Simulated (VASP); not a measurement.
Set up this calculation in VASP 6.6.1, as the native input.

| Quantity | Value |
| --- | --- |
| Task | relaxation of the atoms |
| Functional | PBEsol |
| Potentials or basis | VASP PAW PBE potentials, release 64 (B, P) |
| Cutoff | 450 eV |
| k mesh | 8 × 8 × 8 |
| Occupations | gaussian, width 0.02 eV |
| Spin | no spin polarisation |
| Dipole correction | no |
| Further INCAR settings | ALGO = Normal; EDIFF = 1e-07; IBRION = 2; EDIFFG = -0.002; NSW = 60 |

The structure of BP (sol) lies in POSCAR:

```
BP
1.0
    0.0000000000      2.2827359537      2.2495436674
    2.2827359537      0.0000000000      2.2495436674
    2.2827359537      2.2827359537      0.0000000000
B P
1 1
Direct
    0.0000000000      0.0000000000      0.0000000000
    0.2500000000      0.2500000000      0.2500000000
```

This cell differs from its parent crystal: strained cell.

The input as run:

INCAR

```
SYSTEM = BP
PREC     = Accurate       ! precision mode
ENCUT    = 450            ! plane-wave cutoff, eV
EDIFF    = 1E-7           ! SCF threshold, eV
ISMEAR   = 0              ! smearing method
SIGMA    = 0.02           ! smearing width, eV
LREAL    = .FALSE.        ! projectors in reciprocal space
LASPH    = .TRUE.         ! aspherical terms in the spheres
NELM     = 120            ! most SCF steps
ALGO     = Normal         ! electronic algorithm
ISIF     = 2              ! what is computed and relaxed
LWAVE    = .FALSE.        ! write WAVECAR
LCHARG   = .FALSE.        ! write CHGCAR
GGA      = PS             ! functional
IBRION   = 2              ! ionic algorithm
NSW      = 60             ! ionic steps
EDIFFG   = -0.002         ! ionic threshold
GGA_COMPAT= .FALSE.      
NELMIN   = 4
```

KPOINTS

```
Automatic mesh
0
G
  8 8 8
  0 0 0
```

Potentials or basis: VASP PAW PBE potentials, release 64 (B, P).

Run with:

```sh
$ cat potpaw_PBE.64/B/POTCAR potpaw_PBE.64/P/POTCAR > POTCAR
$ mpirun -np 1 vasp_std > vasp.out
```

It gave:

```yaml
Pressure_after_relaxing: -2.4 GPa
Band_gap_on_the_k_mesh: 0.95 eV, indirect (least direct gap 3.20 eV)
```

Caveat: the cell differs from its parent crystal (strained cell); the relaxation stopped at its first step, so nothing moved; the PAW data sets were made with another functional, which shifts forces and pressure a little.

Wall time 9.3 s on 1 thread of Intel Xeon 6975P-C, on a shared host, peak memory 0.13 GiB.
